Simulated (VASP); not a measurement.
A run of VASP 6.6.1 is set up as follows.

Contents of INCAR:

```
SYSTEM = FeO
PREC = Accurate ; ENCUT = 600
EDIFF = 1E-6 ; ISMEAR = -1
SIGMA = 0.05 ; LREAL = .False.
LASPH = .True. ; NELM = 200
ALGO = Normal ; ISIF = 2
LWAVE = .False. ; LCHARG = .False.
ISPIN = 2 ; MAGMOM = 3 0
LORBIT = 11 ; LMAXMIX = 4
GGA = PE ; NBANDS = 22
GGA_COMPAT = .False.
```

The input KPOINTS:

```
Automatic mesh
0
Gamma
  11 11 11
  0 0 0
```

POSCAR

```
FeO
1.0
    1.5188209023      0.8768916568      2.5195772846
   -1.5188209023      0.8768916568      2.5195772846
    0.0000000000     -1.7537833136      2.5195772846
Fe O
1 1
Direct
    0.0000000000      0.0000000000      0.0000000000
    0.5000000000      0.5000000000      0.5000000000
```

Potentials or basis: VASP PAW PBE potentials, release 64 (Fe_sv, O).

Run with:

```sh
$ cat potpaw_PBE.64/Fe_sv/POTCAR potpaw_PBE.64/O/POTCAR > POTCAR
$ mpirun -np 1 vasp_std > vasp.out
```

(1) What does it give for the site moments?

(2) Estimate the net moment.

## Answers

(1) Fe +3.48; O +0.29 μB.

(2) 4.00 μB per cell.

Caveat: the cell stands under tension; a cell with one magnetic atom can't hold antiferromagnetic order, which such compounds often take.
